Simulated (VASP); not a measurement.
# MnS (R-3m) in VASP: a series of runs

MnS is run at these levels: PBE; tasks: single point.

All numbers are computed with VASP 6.6.1; they aren't measurements. Logs are shortened: lines on timing, memory, paths and dates and some standing lists are left out, and cuts for length are marked.

### Step 1. The cell of the first run

Symmetry: R-3m, No. 166, trigonal system. Conventional cell: a = 3.660 Å, b = 3.660 Å, c = 8.913 Å, α = 90.00°, β = 90.00°, γ = 120.00°. Mn (site symmetry -3m) has 6 S at 2.58 Å within 3.4 Å. Within 3.4 Å of S (site symmetry -3m) lie 6 Mn at 2.58 Å.

### Step 2. Single point, PBE, collinear spin, ferromagnetic start

INCAR

```
SYSTEM = MnS
PREC = Accurate ; ENCUT = 500
EDIFF = 1E-6 ; ISMEAR = 0
SIGMA = 0.05 ; LREAL = .False.
LASPH = .True. ; NELM = 200
ALGO = Normal ; ISIF = 2
LWAVE = .False. ; LCHARG = .False.
ISPIN = 2 ; MAGMOM = 4 0
LORBIT = 11 ; LMAXMIX = 4
GGA = PE ; NBANDS = 20
GGA_COMPAT = .False.
```

KPOINTS

```
Automatic mesh
0
Gamma
  12 12 12
  0 0 0
```

POSCAR

```
MnS
1.0
    1.8299960138      1.0565486912      2.9709202777
   -1.8299960138      1.0565486912      2.9709202777
    0.0000000000     -2.1130973823      2.9709202777
Mn S
1 1
Direct
    0.0000000000      0.0000000000      0.0000000000
    0.5000000000      0.5000000000      0.5000000000
```

Potentials or basis: VASP PAW PBE potentials, release 64 (Mn_pv, S).

Command:

```
$ cat potpaw_PBE.64/Mn_pv/POTCAR potpaw_PBE.64/S/POTCAR > POTCAR
$ mpirun -np 1 vasp_std > vasp.out
```

OUTCAR:

```text
SYSTEM = MnS
   PREC = Accurate
   ENCUT = 500
   EDIFF = 1E-6
   ISMEAR = 0
   LREAL = .False.
   LASPH = .True.
   NELM = 200
   ISIF = 2
   ISPIN = 2
   LORBIT = 11
   GGA = PE

 ion  position               nearest neighbor table
   1  0.000  0.000  0.000-   2 2.58   2 2.58   2 2.58   2 2.58   2 2.58   2 2.58
   2  0.500  0.500  0.500-   1 2.58   1 2.58   1 2.58   1 2.58   1 2.58   1 2.58

  LATTYP: Found a trigonal (rhomboedric) cell.
 ALAT       =     3.6457575130
 COS(alpha) =     0.4960879726

  Lattice vectors:

 A1 = (   1.8299960138,   1.0565486912,   2.9709202777)
 A2 = (  -1.8299960138,   1.0565486912,   2.9709202777)
 A3 = (   0.0000000000,  -2.1130973823,   2.9709202777)

Analysis of symmetry for initial positions (statically):
=====================================================================
 Subroutine PRICEL returns:
 Original cell was already a primitive cell.

 Routine SETGRP: Setting up the symmetry group for a
 trigonal (rhombohedral) supercell.

 Subroutine GETGRP returns: Found 12 space group operations
 (whereof 12 operations were pure point group operations)
 out of a pool of 12 trial point group operations.

The static configuration has the point symmetry D_3d.

Analysis of symmetry for dynamics (positions and initial velocities):
=====================================================================
 Subroutine PRICEL returns:
 Original cell was already a primitive cell.

 Routine SETGRP: Setting up the symmetry group for a
 trigonal (rhombohedral) supercell.

 Subroutine GETGRP returns: Found 12 space group operations
 (whereof 12 operations were pure point group operations)
 out of a pool of 12 trial point group operations.

The dynamic configuration has the point symmetry D_3d.

Analysis of structural, dynamic, and magnetic symmetry:
=====================================================================
 Subroutine PRICEL returns:
 Original cell was already a primitive cell.

 Routine SETGRP: Setting up the symmetry group for a
 trigonal (rhombohedral) supercell.

 Subroutine GETGRP returns: Found 12 space group operations
 (whereof 12 operations were pure point group operations)
 out of a pool of 12 trial point group operations.

The overall configuration has the point symmetry D_3d.

 Subroutine INISYM returns: Found 12 space group operations
 (whereof 12 operations are pure point group operations),
 and found     1 'primitive' translations

----------------------------------------------------------------------------------------

                                     Primitive cell

  volume of cell :      34.4653

  direct lattice vectors                    reciprocal lattice vectors
     1.829996014  1.056548691  2.970920278     0.273224639  0.157746319  0.112198680
    -1.829996014  1.056548691  2.970920278    -0.273224639  0.157746319  0.112198680
     0.000000000 -2.113097382  2.970920278     0.000000000 -0.315492638  0.112198680

  length of vectors
     3.645757513  3.645757513  3.645757513     0.334849441  0.334849441  0.334849441

  position of ions in fractional coordinates (direct lattice)
     0.000000000  0.000000000  0.000000000
     0.500000000  0.500000000  0.500000000

  ion indices of the primitive-cell ions
   primitive index   ion index
                 1           1
                 2           2

----------------------------------------------------------------------------------------

 KPOINTS: Automatic mesh

Automatic generation of k-mesh.
 Grid dimensions read from file:
 generate k-points for:   12   12   12

 Generating k-lattice:

  Cartesian coordinates                     Fractional coordinates (reciprocal lattice)
     0.022768720  0.013145527  0.009349890     0.083333333  0.000000000  0.000000000
    -0.022768720  0.013145527  0.009349890     0.000000000  0.083333333  0.000000000
     0.000000000 -0.026291053  0.009349890    -0.000000000 -0.000000000  0.083333333

  Length of vectors
     0.027904120  0.027904120  0.027904120

  Shift w.r.t. Gamma in fractional coordinates (k-lattice)
     0.000000000  0.000000000  0.000000000

 Subroutine IBZKPT returns following result:
 ===========================================

 Found    189 irreducible k-points:

 Following reciprocal coordinates:
            Coordinates               Weight
  0.000000  0.000000  0.000000      1.000000
  0.083333  0.000000 -0.000000      6.000000
  0.166667 -0.000000 -0.000000      6.000000
  0.250000  0.000000 -0.000000      6.000000
  0.333333  0.000000 -0.000000      6.000000
  0.416667 -0.000000 -0.000000      6.000000
[... 16 lines left out ...]
  0.500000  0.166667  0.000000     12.000000
 -0.416667  0.166667 -0.000000     12.000000
 [... further k-points ...]
   k-points           NKPTS =    189   k-points in BZ     NKDIM =    189   number of bands    NBANDS=     20
   number of dos      NEDOS =    301   number of ions     NIONS =      2
   total plane-waves  NPLWV =  21952
   dimension x,y,z NGX =    28 NGY =   28 NGZ =   28
   dimension x,y,z NGXF=    56 NGYF=   56 NGZF=   56
   ions per type =               1   1
   NGX,Y,Z   is equivalent  to a cutoff of  12.77, 12.77, 12.77 a.u.
   NGXF,Y,Z  is equivalent  to a cutoff of  25.54, 25.54, 25.54 a.u.
 SYSTEM =  MnS
   PREC   = accura    normal or accurate (medium, high low for compatibility)
   ISTART =      0    job   : 0-new  1-cont  2-samecut
   ICHARG =      2    charge: 1-file 2-atom 10-const
   ISPIN  =      2    spin polarized calculation?
   LNONCOLLINEAR =      F non collinear calculations
   LSORBIT =      F    spin-orbit coupling
   LASPH  =      T    aspherical Exc in radial PAW
   ENCUT  =  500.0 eV  36.75 Ry    6.06 a.u.   6.65  6.65  6.65*2*pi/ulx,y,z
   NELM   =    200;   NELMIN=  2; NELMDL= -5     # of ELM steps
   EDIFF  = 0.1E-05   stopping-criterion for ELM
   LREAL  =      F    real-space projection
   EDIFFG = 0.1E-04   stopping-criterion for IOM
   NSW    =      0    number of steps for IOM
   IBRION =     -1    ionic relax: 0-MD 1-quasi-New 2-CG
   NFREE  =      0    steps in history (QN), initial steepest desc. (CG)
   ISIF   =      2    stress and relaxation
   ISYM   =      2    0-nonsym 1-usesym 2-fastsym
   POTIM  = 0.5000    time-step for ionic-motion
   TEBEG  =    0.0;   TEEND  =   0.0 temperature during run
   PSTRESS=    0.0 pullay stress
   NELECT =      19.0000    total number of electrons
   NUPDOWN=      -1.0000    fix difference up-down
   EMIN   =  10.00;   EMAX   =-10.00  energy-range for DOS
   EFERMI =   0.00;   METHOD = LEGACY
   ISMEAR =     0;   SIGMA  =   0.05  broadening in eV -4-tet -1-fermi 0-gaus
   EFERMI_NEDOS =   21; number of points for ismear=-14 and -15
   IALGO  =     38    algorithm
   IMIX   =      4    mixing-type and parameters
     AMIX     =   0.40;   BMIX     =  1.00
     AMIX_MAG =   1.60;   BMIX_MAG =  1.00
  volume/ion in A,a.u.               =      17.23       116.29
  Fermi-wavevector in a.u.,A,eV,Ry     =   1.342349  2.536672 24.516344  1.801900
  Thomas-Fermi vector in A             =   2.470510
   LORBIT       =     11    0 simple, 1 ext, 2 COOP (PROOUT), +10 PAW based schemes
   GGA     = PE    functional components
   LHFCALC =     F    Hartree Fock is set to
   AEXX    =    0.0000 exact exchange contribution
   IVDW    =     0    specifies the selected vdW correction
   LEPSILON=     F    determine dielectric tensor
   LRPA    =     F    only Hartree local field effects (RPA)
 spin polarized calculation
 Gauss-broadening in eV      SIGMA  =   0.05
  energy-cutoff  :      500.00
  volume of cell :       34.47
 maximum number of plane-waves:       899
   NGX = 13   NGY = 13   NGZ = 13

 number of electron      18.9999995 magnetization       4.6004525

 Free energy of the ion-electron system (eV)
  ---------------------------------------------------
  ext. energy  EPLUGINS =         0.00000000
  ---------------------------------------------------
  free energy    TOTEN  =       -14.07488274 eV

  energy without entropy =      -14.07304509  energy(sigma->0) =      -14.07396391

 E-fermi :   6.9470     XC(G=0): -10.7702

 val. band max:        6.9454564954   @ k =  -0.4167   0.4167   0.4167
 cond. band min:       6.9486885908   @ k =  -0.4167   0.1667   0.1667
 fundamental gap:      0.0032320953
 Fermi energy:         6.9470267340

 spin component 1

 k-point     1 :       0.0000    0.0000    0.0000
  band No.  band energies     occupation
      1     -43.7271      1.00000
      2     -43.7271      1.00000
      3     -43.7270      1.00000
      4      -7.8391      1.00000
      5       3.5444      1.00000
      6       3.5444      1.00000
[... 12 lines left out ...]
     19      18.8125      0.00000
     20      19.3158      0.00000

 k-point     2 :       0.0833    0.0000   -0.0000
  band No.  band energies     occupation
      1     -43.7277      1.00000
      2     -43.7272      1.00000
      3     -43.7270      1.00000
      4      -7.7662      1.00000
      5       3.3706      1.00000
      6       3.3866      1.00000
[... 12 lines left out ...]
     19      18.2156      0.00000
     20      19.5024      0.00000

 k-point     3 :       0.1667   -0.0000   -0.0000
  band No.  band energies     occupation
      1     -43.7294      1.00000
      2     -43.7274      1.00000
      3     -43.7273      1.00000
      4      -7.5563      1.00000
      5       2.6756      1.00000
      6       2.9554      1.00000
[... 12 lines left out ...]
     19      18.4595      0.00000
     20      20.8060      0.00000

 k-point     4 :       0.2500    0.0000   -0.0000
  band No.  band energies     occupation
      1     -43.7316      1.00000
      2     -43.7278      1.00000
      3     -43.7277      1.00000
      4      -7.2382      1.00000
      5       1.6483      1.00000
      6       2.5462      1.00000
[... 429 lines left out ...]
 k-point    23 :       0.5000    0.1667    0.0000
  band No.  band energies     occupation
      1     -43.7352      1.00000
      2     -43.7297      1.00000
      3     -43.7289      1.00000
      4      -6.4089      1.00000
      5       0.1528      1.00000
      6       1.8400      1.00000
[... 12 lines left out ...]
     19      21.2676      0.00000
     20      22.1668      0.00000

 k-point    24 :      -0.4167    0.1667   -0.0000
  band No.  band energies     occupation
      1     -43.7353      1.00000
      2     -43.7300      1.00000
      3     -43.7287      1.00000
      4      -6.3699      1.00000
      5       0.0740      1.00000
      6       1.8377      1.00000
[... 12 lines left out ...]
     19      20.9584      0.00000
     20      22.4460      0.00000

 [... further k-points ...]

 spin component 2

 k-point     1 :       0.0000    0.0000    0.0000
  band No.  band energies     occupation
      1     -39.2816      1.00000
      2     -39.2813      1.00000
      3     -39.2813      1.00000
      4      -7.5607      1.00000
      5       5.1902      1.00000
      6       5.1902      1.00000
[... 12 lines left out ...]
     19      19.8439      0.00000
     20      20.9856      0.00000

 k-point     2 :       0.0833    0.0000   -0.0000
  band No.  band energies     occupation
      1     -39.2822      1.00000
      2     -39.2817      1.00000
      3     -39.2814      1.00000
      4      -7.4908      1.00000
      5       4.6428      1.00000
      6       4.9609      1.00000
[... 12 lines left out ...]
     19      18.8793      0.00000
     20      21.0653      0.00000

 k-point     3 :       0.1667   -0.0000   -0.0000
  band No.  band energies     occupation
      1     -39.2844      1.00000
      2     -39.2820      1.00000
      3     -39.2817      1.00000
      4      -7.2901      1.00000
      5       3.5323      1.00000
      6       4.5095      1.00000
[... 12 lines left out ...]
     19      19.3319      0.00000
     20      21.7360      0.00000

 k-point     4 :       0.2500    0.0000   -0.0000
  band No.  band energies     occupation
      1     -39.2875      1.00000
      2     -39.2824      1.00000
      3     -39.2821      1.00000
      4      -6.9878      1.00000
      5       2.3601      1.00000
      6       4.0696      1.00000
[... 429 lines left out ...]
 k-point    23 :       0.5000    0.1667    0.0000
  band No.  band energies     occupation
      1     -39.2924      1.00000
      2     -39.2848      1.00000
      3     -39.2839      1.00000
      4      -6.1996      1.00000
      5       0.7966      1.00000
      6       2.9764      1.00000
[... 12 lines left out ...]
     19      21.9240      0.00000
     20      22.8533      0.00000

 k-point    24 :      -0.4167    0.1667   -0.0000
  band No.  band energies     occupation
      1     -39.2924      1.00000
      2     -39.2852      1.00000
      3     -39.2836      1.00000
      4      -6.1647      1.00000
      5       0.7287      1.00000
      6       2.9116      1.00000
[... 12 lines left out ...]
     19      21.8630      0.00000
     20      22.9726      0.00000

 [... further k-points ...]
[... 5 lines left out ...]
  --------------------------------------------------------------------------------------
  -------------------------------------------------------------------------------------
  Total       -0.5310039     -0.5310039     -0.4329498      0.0000000     -0.0000000      0.0000000
  in kB      -24.6846166    -24.6846166    -20.1264040      0.0000000     -0.0000000      0.0000000
  external PRESSURE =     -23.1652124 kB  Pullay stress =       0.0000000 kB

 VOLUME and BASIS-vectors are now :
 -----------------------------------------------------------------------------
  energy-cutoff  :      500.00
  volume of cell :       34.47
      direct lattice vectors                 reciprocal lattice vectors
     1.829996014  1.056548691  2.970920278     0.273224639  0.157746319  0.112198680
    -1.829996014  1.056548691  2.970920278    -0.273224639  0.157746319  0.112198680
     0.000000000 -2.113097382  2.970920278     0.000000000 -0.315492638  0.112198680

 POSITION                                       TOTAL-FORCE (eV/Angst)
 -----------------------------------------------------------------------------------
      0.00000      0.00000      0.00000         0.000000      0.000000      0.000000
      0.00000      0.00000      4.45638         0.000000     -0.000000     -0.000000
 -----------------------------------------------------------------------------------
    total drift:                                0.000000      0.000000      0.000000

  FREE ENERGIE OF THE ION-ELECTRON SYSTEM (eV)
  ---------------------------------------------------
  free  energy   TOTEN  =       -14.0748827355 eV

  energy  without entropy=      -14.0730450904  energy(sigma->0) =      -14.07396391

 total charge

# of ion       s       p       d       tot
------------------------------------------
    1        0.219   6.169   4.943  11.331
    2        1.328   2.402   0.000   3.729
--------------------------------------------------
tot          1.546   8.571   4.943  15.060

 magnetization (x)

# of ion       s       p       d       tot
------------------------------------------
    1        0.052   0.039   4.091   4.182
    2        0.026   0.066   0.000   0.092
--------------------------------------------------
tot          0.078   0.106   4.091   4.275
```

Wall time 5.5 min (1 thread of Oxide Virtual Turin-like, shared host); peak memory 0.27 GiB.

What came out:

```yaml
Free_energy: -14.0749 eV
Pressure: -2.3 GPa
Net_moment: 4.60 μB per cell
Site_moments: Mn +4.18; S +0.09 μB
Valence_electrons_inside_the_program's_atomic_spheres: Mn 11.33; S 3.73
```

Caveat: a cell with one magnetic atom can't hold antiferromagnetic order, which such compounds often take; semilocal functionals often make such compounds metallic where correlation or magnetic order opens a gap, which also shifts bond lengths.

(Part 1 of 2 ends here.)
